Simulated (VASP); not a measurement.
Crystal: LiH.

```xyz
2
Lattice="0.0000 2.1451 2.1451 2.1451 0.0000 2.1451 2.1451 2.1451 0.0000" Properties=species:S:1:pos:R:3 pbc="T T T"
Li    0.0000    0.0000    0.0000
H     1.0726    1.0726    1.0726
```

Base run:

- Program: VASP 6.6.1
- Functional: PBE
- Potentials or basis: VASP PAW PBE potentials, release 64 (Li_sv, H)
- Cutoff: 520 eV
- k mesh: 8 × 8 × 8
- Occupations: gaussian, width 0.01 eV
- Spin: no spin polarisation

Its results: band gap on the k mesh 4.20 eV, indirect (least direct gap 5.27 eV).

Task: After a change of settings the same cell gave: band gap on the k mesh 4.30 eV, indirect (least direct gap 5.27 eV). Which change was it?
A. k mesh from 8 × 8 × 8 to 6 × 6 × 6
B. functional from PBE to HSE06; k mesh from 8 × 8 × 8 to 6 × 6 × 6
C. functional from PBE to r2SCAN; k mesh from 8 × 8 × 8 to 6 × 6 × 6

Result: A.

Caveats: some runs use coarse meshes.
